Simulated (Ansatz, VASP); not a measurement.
Two plane-wave programs on In4Ru

```
In Ru
1.0
     5.20417    0.00000    0.00000
     0.00000    5.20417    0.00000
     0.00000    0.00000    5.20417
In Ru
4 1
Direct
  0.00000 0.00000 0.00000
  0.50000 0.50000 0.00000
  0.50000 0.00000 0.50000
  0.00000 0.50000 0.50000
  0.50000 0.50000 0.50000
```

Change from the starting cell: species swapped into the Ni4N type (Pm-3m, No. 221).

Alike in both runs: functional PBE; k mesh 6 × 6 × 6; occupations gaussian, width 0.1 eV; no spin polarisation.

Ansatz relaxed the structure, and its values are those at the end. VASP's run is a single point on that final structure, the one shown.

|  | VASP | Ansatz |
| --- | --- | --- |
| version | VASP 6.6.1 | Ansatz 0.2.0 |
| potentials or method | VASP PAW PBE potentials, release 64 (In_d, Ru_pv), cutoff 520 eV | scalar-relativistic, plane waves, PAW |
| valence electrons in the cell | 66 | 68 |

```csv
,VASP,Ansatz,Ansatz less VASP
gap on the k mesh at the Fermi level (eV),none,none,-
pressure (GPa),0.0,0.0,0.00
```

A gap of «none» marks a metal or a gap that the smearing closes. VASP's potentials hold 66 valence electrons a cell and Ansatz's 68, so a difference there can come from the potentials and not from the codes.
